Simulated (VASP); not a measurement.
# InSb (Pmmn) in VASP: further runs

Runs on InSb. Level: PBE. Tasks: relaxation of shape and atoms at fixed volume.

All numbers are computed with VASP 6.6.1; they aren't measurements. Logs are shortened: lines on timing, memory, paths and dates and some standing lists are left out, and cuts for length are marked.

**1. The cell of the first run**

It takes space group Pmmn (No. 59, orthorhombic). Conventional cell: a = 5.983 Å, b = 6.010 Å, c = 3.260 Å, α = 90.00°, β = 90.00°, γ = 90.00°. Within 4.3 Å of In (site symmetry mm2) lie 8 Sb at 3.11 to 3.88 Å and 6 In at 3.26 to 4.24 Å. Within 4.1 Å of Sb (site symmetry mm2) lie 8 In at 3.11 to 3.88 Å and 2 Sb at 3.26 Å.

**2. Relaxation of shape and atoms at fixed volume, PBE (29.31 Å³/atom)**

Input file INCAR:

```
ALGO = Normal ; EDIFF = 1E-6
EDIFFG = -0.01 ; ENCUT = 600
GGA = PE ; IBRION = 2
ISIF = 4 ; ISMEAR = 0
LASPH = True ; LCHARG = False
LREAL = False ; LWAVE = False
NELM = 60 ; NSW = 50
PREC = Accurate ; SIGMA = 0.1
```

Input file KPOINTS:

```
k-points
0
Gamma
  8 8 14
```

Input file POSCAR:

```
InSb
1.0
    5.9832416212      0.0000000000      0.0000000000
    0.0000000000      6.0099207050      0.0000000000
    0.0000000000      0.0000000000      3.2599887213
In Sb
2 2
Direct
    0.0000000000      0.0000000000      0.0111783626
    0.5000000000      0.5000000000      0.9888216374
    0.0000000000      0.5000000000      0.2604162748
    0.5000000000      0.0000000000      0.7395837252
```

Potentials or basis: VASP PAW PBE potentials, release 64 (In_d, Sb).

Started as:

```sh
cat potpaw_PBE.64/In_d/POTCAR potpaw_PBE.64/Sb/POTCAR > POTCAR
mpirun -np 1 vasp_std > vasp.out
```

OUTCAR:

```text
EDIFF = 1E-6
   EDIFFG = -0.01
   ENCUT = 600
   GGA = PE
   IBRION = 2
   ISIF = 4
   ISMEAR = 0
   LASPH = True
   LREAL = False
   NELM = 60
   NSW = 50
   PREC = Accurate

 ion  position               nearest neighbor table
   1  0.000  0.000  0.011-   3 3.11   3 3.11   4 3.12   4 3.12   4 3.82   4 3.82   3 3.88   3 3.88

   2  0.500  0.500  0.989-   4 3.11   4 3.11   3 3.12   3 3.12   3 3.82   3 3.82   4 3.88   4 3.88

   3  0.000  0.500  0.260-   1 3.11   1 3.11   2 3.12   2 3.12   2 3.82   2 3.82   1 3.88   1 3.88

   4  0.500  0.000  0.740-   2 3.11   2 3.11   1 3.12   1 3.12   1 3.82   1 3.82   2 3.88   2 3.88

  LATTYP: Found a simple orthorhombic cell.
 ALAT       =     3.2599887213
 B/A-ratio  =     1.8353565404
 C/A-ratio  =     1.8435403367

  Lattice vectors:

 A1 = (   0.0000000000,   0.0000000000,   3.2599887213)
 A2 = (   5.9832416212,   0.0000000000,   0.0000000000)
 A3 = (   0.0000000000,   6.0099207050,   0.0000000000)

Analysis of symmetry for initial positions (statically):
=====================================================================
 Subroutine PRICEL returns:
 Original cell was already a primitive cell.

 Routine SETGRP: Setting up the symmetry group for a
 simple orthorhombic supercell.

 Subroutine GETGRP returns: Found  8 space group operations
 (whereof  4 operations were pure point group operations)
 out of a pool of  8 trial point group operations.

The static configuration has the point symmetry C_2v.
 The point group associated with its full space group is D_2h.

Analysis of symmetry for dynamics (positions and initial velocities):
=====================================================================
 Subroutine PRICEL returns:
 Original cell was already a primitive cell.

 Routine SETGRP: Setting up the symmetry group for a
 simple orthorhombic supercell.

 Subroutine GETGRP returns: Found  8 space group operations
 (whereof  4 operations were pure point group operations)
 out of a pool of  8 trial point group operations.

The dynamic configuration has the point symmetry C_2v.
 The point group associated with its full space group is D_2h.

 Subroutine INISYM returns: Found  8 space group operations
 (whereof  4 operations are pure point group operations),
 and found     1 'primitive' translations

----------------------------------------------------------------------------------------

                                     Primitive cell

  volume of cell :     117.2253

  direct lattice vectors                    reciprocal lattice vectors
     5.983241621  0.000000000  0.000000000     0.167133481  0.000000000  0.000000000
     0.000000000  6.009920705  0.000000000     0.000000000  0.166391546  0.000000000
     0.000000000  0.000000000  3.259988721     0.000000000  0.000000000  0.306749528

  length of vectors
     5.983241621  6.009920705  3.259988721     0.167133481  0.166391546  0.306749528

  position of ions in fractional coordinates (direct lattice)
     0.000000000  0.000000000  0.011178363
     0.500000000  0.500000000  0.988821637
     0.000000000  0.500000000  0.260416275
     0.500000000  0.000000000  0.739583725

  ion indices of the primitive-cell ions
   primitive index   ion index
                 1           1
                 2           2
                 3           3
                 4           4

----------------------------------------------------------------------------------------

 KPOINTS: k-points

Automatic generation of k-mesh.
 Grid dimensions read from file:
 generate k-points for:    8    8   14

 Generating k-lattice:

  Cartesian coordinates                     Fractional coordinates (reciprocal lattice)
     0.020891685  0.000000000  0.000000000     0.125000000  0.000000000  0.000000000
     0.000000000  0.020798943  0.000000000     0.000000000  0.125000000  0.000000000
     0.000000000  0.000000000  0.021910681     0.000000000  0.000000000  0.071428571

  Length of vectors
     0.020891685  0.020798943  0.021910681

  Shift w.r.t. Gamma in fractional coordinates (k-lattice)
     0.000000000  0.000000000  0.000000000

 Subroutine IBZKPT returns following result:
 ===========================================

 Found    200 irreducible k-points:

 Following reciprocal coordinates:
            Coordinates               Weight
  0.000000  0.000000  0.000000      1.000000
  0.125000  0.000000  0.000000      2.000000
  0.250000  0.000000  0.000000      2.000000
  0.375000  0.000000  0.000000      2.000000
  0.500000  0.000000  0.000000      1.000000
  0.000000  0.125000  0.000000      2.000000
[... 16 lines left out ...]
  0.250000  0.500000  0.000000      2.000000
  0.375000  0.500000  0.000000      2.000000
 [... further k-points ...]
   k-points           NKPTS =    200   k-points in BZ     NKDIM =    200   number of bands    NBANDS=     22
   number of dos      NEDOS =    301   number of ions     NIONS =      4
   total plane-waves  NPLWV =  64512
   dimension x,y,z NGX =    48 NGY =   48 NGZ =   28
   dimension x,y,z NGXF=    96 NGYF=   96 NGZF=   56
   ions per type =               2   2
   NGX,Y,Z   is equivalent  to a cutoff of  13.34, 13.28, 14.28 a.u.
   NGXF,Y,Z  is equivalent  to a cutoff of  26.67, 26.56, 28.56 a.u.
 SYSTEM =  unknown system
   PREC   = accura    normal or accurate (medium, high low for compatibility)
   ISTART =      0    job   : 0-new  1-cont  2-samecut
   ICHARG =      2    charge: 1-file 2-atom 10-const
   ISPIN  =      1    spin polarized calculation?
   LNONCOLLINEAR =      F non collinear calculations
   LSORBIT =      F    spin-orbit coupling
   LASPH  =      T    aspherical Exc in radial PAW
   ENCUT  =  600.0 eV  44.10 Ry    6.64 a.u.  11.95 12.00  6.51*2*pi/ulx,y,z
   NELM   =     60;   NELMIN=  2; NELMDL= -5     # of ELM steps
   EDIFF  = 0.1E-05   stopping-criterion for ELM
   LREAL  =      F    real-space projection
   EDIFFG = -.1E-01   stopping-criterion for IOM
   NSW    =     50    number of steps for IOM
   IBRION =      2    ionic relax: 0-MD 1-quasi-New 2-CG
   NFREE  =      1    steps in history (QN), initial steepest desc. (CG)
   ISIF   =      4    stress and relaxation
   ISYM   =      2    0-nonsym 1-usesym 2-fastsym
   POTIM  = 0.5000    time-step for ionic-motion
   TEBEG  =    0.0;   TEEND  =   0.0 temperature during run
   PSTRESS=    0.0 pullay stress
   NELECT =      36.0000    total number of electrons
   NUPDOWN=      -1.0000    fix difference up-down
   EMIN   =  10.00;   EMAX   =-10.00  energy-range for DOS
   EFERMI =   0.00;   METHOD = LEGACY
   ISMEAR =     0;   SIGMA  =   0.10  broadening in eV -4-tet -1-fermi 0-gaus
   EFERMI_NEDOS =   21; number of points for ismear=-14 and -15
   IALGO  =     38    algorithm
   IMIX   =      4    mixing-type and parameters
     AMIX     =   0.40;   BMIX     =  1.00
     AMIX_MAG =   1.60;   BMIX_MAG =  1.00
  volume/ion in A,a.u.               =      29.31       197.77
  Fermi-wavevector in a.u.,A,eV,Ry     =   1.104507  2.087216 16.598238  1.219936
  Thomas-Fermi vector in A             =   2.240981
   LORBIT       =      0    0 simple, 1 ext, 2 COOP (PROOUT), +10 PAW based schemes
   GGA     = PE    functional components
   LHFCALC =     F    Hartree Fock is set to
   AEXX    =    0.0000 exact exchange contribution
   IVDW    =     0    specifies the selected vdW correction
   LEPSILON=     F    determine dielectric tensor
   LRPA    =     F    only Hartree local field effects (RPA)
 conjugate gradient relaxation of ions
 non-spin polarized calculation
 Gauss-broadening in eV      SIGMA  =   0.10
  energy-cutoff  :      600.00
  volume of cell :      117.23
 maximum number of plane-waves:      3934
 NGX is ok and might be reduce to    48
   NGX = 23   NGY = 25   NGZ = 13

--------------------------------------- Ionic step        1  -------------------------------------------

 number of electron      36.0000016 magnetization

 Free energy of the ion-electron system (eV)
  ---------------------------------------------------
  ext. energy  EPLUGINS =         0.00000000
  ---------------------------------------------------
  free energy    TOTEN  =       -13.35177445 eV

  energy without entropy =      -13.34264898  energy(sigma->0) =      -13.34721171

------------------------ aborting loop because EDIFF is reached ----------------------------------------

  FORCE on cell =-STRESS in cart. coord.  units (eV):
  Direction    XX          YY          ZZ          XY          YZ          ZX
  --------------------------------------------------------------------------------------
  -------------------------------------------------------------------------------------
  Total       -0.9412200     -0.9345544     -0.9856418      0.0000000      0.0000000      0.0000000
  in kB      -12.8641285    -12.7730252    -13.4712634      0.0000000      0.0000000      0.0000000
  external PRESSURE =     -13.0361391 kB  Pullay stress =       0.0000000 kB
[... 95 lines left out ...]
  FREE ENERGIE OF THE ION-ELECTRON SYSTEM (eV)
  ---------------------------------------------------
  free  energy   TOTEN  =       -13.3521566336 eV

  energy  without entropy=      -13.3431367197  energy(sigma->0) =      -13.34764668

[... ionic steps 4 to 8 ...]

--------------------------------------- Ionic step        9  -------------------------------------------

 number of electron      36.0000019 magnetization

------------------------ aborting loop because EDIFF is reached ----------------------------------------

  FORCE on cell =-STRESS in cart. coord.  units (eV):
  Direction    XX          YY          ZZ          XY          YZ          ZX
  --------------------------------------------------------------------------------------
  -------------------------------------------------------------------------------------
  Total       -0.9384834     -0.8155959     -0.8243389      0.0000000      0.0000000      0.0000000
  in kB      -12.8267257    -11.1471599    -11.2666546      0.0000000      0.0000000      0.0000000
  external PRESSURE =     -11.7468467 kB  Pullay stress =       0.0000000 kB
[... 61 lines left out ...]
  energy  without entropy=      -13.3451316474  energy(sigma->0) =      -13.34930717

--------------------------------------- Ionic step       11  -------------------------------------------

 number of electron      36.0000019 magnetization

 Free energy of the ion-electron system (eV)
  ---------------------------------------------------
  ext. energy  EPLUGINS =         0.00000000
  ---------------------------------------------------
  free energy    TOTEN  =       -13.35351893 eV

  energy without entropy =      -13.34511207  energy(sigma->0) =      -13.34931550

 E-fermi :   6.6638     XC(G=0):  -9.7110

 val. band max:        6.6562123062   @ k =   0.2500   0.3750   0.2143
 cond. band min:       6.6660843305   @ k =   0.0000   0.2500   0.1429
 fundamental gap:      0.0098720243
 Fermi energy:         6.6637902360

 k-point     1 :       0.0000    0.0000    0.0000
  band No.  band energies     occupation
      1      -8.0451      2.00000
      2      -8.0162      2.00000
      3      -7.9138      2.00000
      4      -7.8081      2.00000
      5      -7.7983      2.00000
      6      -7.7420      2.00000
[... 574 lines left out ...]
      6      -7.7777      2.00000
[... 14 lines left out ...]
     21       9.7344      0.00000
     22       9.7344      0.00000

 [... further k-points ...]
[... 5 lines left out ...]
  --------------------------------------------------------------------------------------
  -------------------------------------------------------------------------------------
  Total       -0.8599612     -0.8319664     -0.8624625      0.0000000      0.0000000      0.0000000
  in kB      -11.7535224    -11.3709037    -11.7877089      0.0000000      0.0000000      0.0000000
  external PRESSURE =     -11.6373783 kB  Pullay stress =       0.0000000 kB
[... 19 lines left out ...]
  FREE ENERGIE OF THE ION-ELECTRON SYSTEM (eV)
  ---------------------------------------------------
  free  energy   TOTEN  =       -13.3535189282 eV

  energy  without entropy=      -13.3451120673  energy(sigma->0) =      -13.34931550

 reached required accuracy - stopping structural energy minimisation
```

It took 31 min on 1 thread of Intel Xeon Platinum 8259CL at 2.50GHz (Skylake/Cascade Lake), shared host; peak memory 0.71 GiB.

What came out:

- Free energy: -13.3535 eV
- Energy gained by relaxing: 0.4 meV/atom
- Ionic steps: 11
- Pressure after relaxing: -1.2 GPa
- Band gap on the k mesh: zero (bands 18 and 19 overlap by 2.60 eV)

Step by step:
| step | energy change (eV) | largest force (eV/Å) | pressure (GPa) | volume (Å³) |
| --- | --- | --- | --- | --- |
| 1 | 0.0000 | 0.0292 | -1.30 | 117.23 |
| 2 | -0.0001 | 0.0287 | -1.30 | 117.23 |
| 3 | -0.0004 | 0.0266 | -1.28 | 117.23 |
| 4 | -0.0008 | 0.0238 | -1.26 | 117.23 |
| 5 | -0.0012 | 0.0218 | -1.22 | 117.23 |
| 6 | -0.0014 | 0.0196 | -1.21 | 117.23 |
| 7 | -0.0016 | 0.0129 | -1.19 | 117.23 |
| 8 | -0.0014 | 0.0098 | -1.15 | 117.23 |
| 9 | -0.0016 | 0.0092 | -1.17 | 117.23 |
| 10 | -0.0017 | 0.0055 | -1.17 | 117.23 |
| 11 | -0.0017 | 0.0010 | -1.16 | 117.23 |

Final structure:
```
CELL_PARAMETERS angstrom
6.00935 0.00000 0.00000
0.00000 6.03184 0.00000
0.00000 0.00000 3.23403
ATOMIC_POSITIONS crystal
In 0.00000 0.00000 0.01194
In 0.50000 0.50000 0.98806
Sb 0.00000 0.50000 0.24505
Sb 0.50000 0.00000 0.75495
```

Caveat: spin-orbit coupling is left out, which moves the levels of the heavy elements.

**3. Relaxation of shape and atoms at fixed volume, PBE (30.16 Å³/atom)**

This run uses another cell than the first one, of 30.16 Å³/atom.

Input file INCAR:

```
SYSTEM = InSb
PREC     = Accurate       ! precision mode
ENCUT    = 600            ! plane-wave cutoff, eV
EDIFF    = 1E-6           ! SCF threshold, eV
ISMEAR   = 0              ! smearing method
SIGMA    = 0.1            ! smearing width, eV
LREAL    = .False.        ! projectors in reciprocal space
LASPH    = .True.         ! aspherical terms in the spheres
NELM     = 100            ! most SCF steps
ALGO     = Normal         ! electronic algorithm
ISIF     = 4              ! what is computed and relaxed
LWAVE    = .False.        ! write WAVECAR
LCHARG   = .False.        ! write CHGCAR
GGA      = PE             ! functional
IBRION   = 2              ! ionic algorithm
NSW      = 50             ! ionic steps
EDIFFG   = -0.01          ! ionic threshold
```

Input file KPOINTS:

```
Automatic mesh
0
Gamma
  8 8 14
  0 0 0
```

Input file POSCAR:

```
InSb
1.0
    6.0637141402      0.0000000000      0.0000000000
    0.0000000000      6.0934038415      0.0000000000
    0.0000000000      0.0000000000      3.2650613050
In Sb
2 2
Direct
    0.0000000000      0.0000000000      0.0137364897
    0.5000000000      0.5000000000      0.9862635103
    0.0000000000      0.5000000000      0.2442730203
    0.5000000000      0.0000000000      0.7557269797
```

Potentials or basis: VASP PAW PBE potentials, release 64 (In_d, Sb).

Started as:

```sh
cat potpaw_PBE.64/In_d/POTCAR potpaw_PBE.64/Sb/POTCAR > POTCAR
mpirun -np 1 vasp_std > vasp.out
```

Wall time 22 min (1 thread of Intel Xeon Platinum 8259CL at 2.50GHz (Skylake/Cascade Lake), shared host); peak memory 0.72 GiB.

It converged, with:

- Free energy: -13.3182 eV
- Energy gained by relaxing: 0.3 meV/atom
- Ionic steps: 8
- Pressure after relaxing: -2.1 GPa
- Band gap on the k mesh: zero (bands 18 and 19 overlap by 2.47 eV)

Step by step:
| step | energy change (eV) | largest force (eV/Å) | pressure (GPa) | volume (Å³) |
| --- | --- | --- | --- | --- |
| 1 | 0.0000 | 0.0248 | -2.24 | 120.64 |
| 2 | -0.0001 | 0.0238 | -2.24 | 120.64 |
| 3 | -0.0002 | 0.0211 | -2.23 | 120.64 |
| 4 | -0.0005 | 0.0155 | -2.21 | 120.64 |
| 5 | -0.0009 | 0.0046 | -2.17 | 120.64 |
| 6 | -0.0007 | 0.0164 | -2.10 | 120.64 |
| 7 | -0.0009 | 0.0039 | -2.15 | 120.64 |
| 8 | -0.0010 | 0.0018 | -2.14 | 120.64 |

Final structure:
```cif
data_structure
_symmetry_space_group_name_H-M 'P 1'
_symmetry_Int_Tables_number 1
_cell_length_a 6.0766
_cell_length_b 6.1085
_cell_length_c 3.2501
_cell_angle_alpha 90.000
_cell_angle_beta 90.000
_cell_angle_gamma 90.000
_cell_volume 120.64
loop_
_atom_site_label
_atom_site_type_symbol
_atom_site_fract_x
_atom_site_fract_y
_atom_site_fract_z
_atom_site_occupancy
In1 In 0.00000 0.00000 0.01323 1
In2 In 0.50000 0.50000 0.98677 1
Sb1 Sb 0.00000 0.50000 0.23197 1
Sb2 Sb 0.50000 0.00000 0.76803 1
```

Levels at points of the mesh, in eV from the Fermi level:
| k point | band 14 | band 15 | band 16 | band 17 | band 18 | band 19 | band 20 | band 21 | band 22 |
| --- | --- | --- | --- | --- | --- | --- | --- | --- | --- |
| (0.00, 0.00, 0.00) | -4.23 | -4.22 | -3.61 | -1.93 | -1.90 | 3.32 | 3.75 | 4.49 | 5.99 |
| (0.50, 0.00, 0.00) | -5.73 | -3.31 | -3.31 | 0.10 | 0.10 | 2.83 | 2.83 | 4.14 | 4.14 |
| (0.00, 0.50, 0.00) | -5.70 | -3.31 | -3.31 | 0.04 | 0.04 | 2.81 | 2.81 | 4.15 | 4.15 |
| (0.50, 0.50, 0.00) | -6.98 | -0.47 | -0.47 | 1.41 | 1.41 | 1.48 | 1.48 | 1.82 | 1.82 |
| (0.00, 0.00, 0.50) | -3.83 | -2.28 | -1.76 | -1.71 | -0.63 | -0.56 | -0.54 | -0.01 | 0.79 |
| (0.50, 0.00, 0.50) | -4.39 | -2.33 | -2.33 | -1.14 | -1.14 | -1.02 | -1.02 | 2.69 | 2.69 |
| (0.00, 0.50, 0.50) | -4.45 | -2.26 | -2.26 | -1.07 | -1.07 | -0.93 | -0.93 | 2.64 | 2.64 |
| (0.50, 0.50, 0.50) | -4.07 | -3.67 | -3.67 | -2.34 | -2.34 | 2.56 | 2.56 | 2.97 | 2.97 |

Caveat: spin-orbit coupling is left out, which moves the levels of the heavy elements.
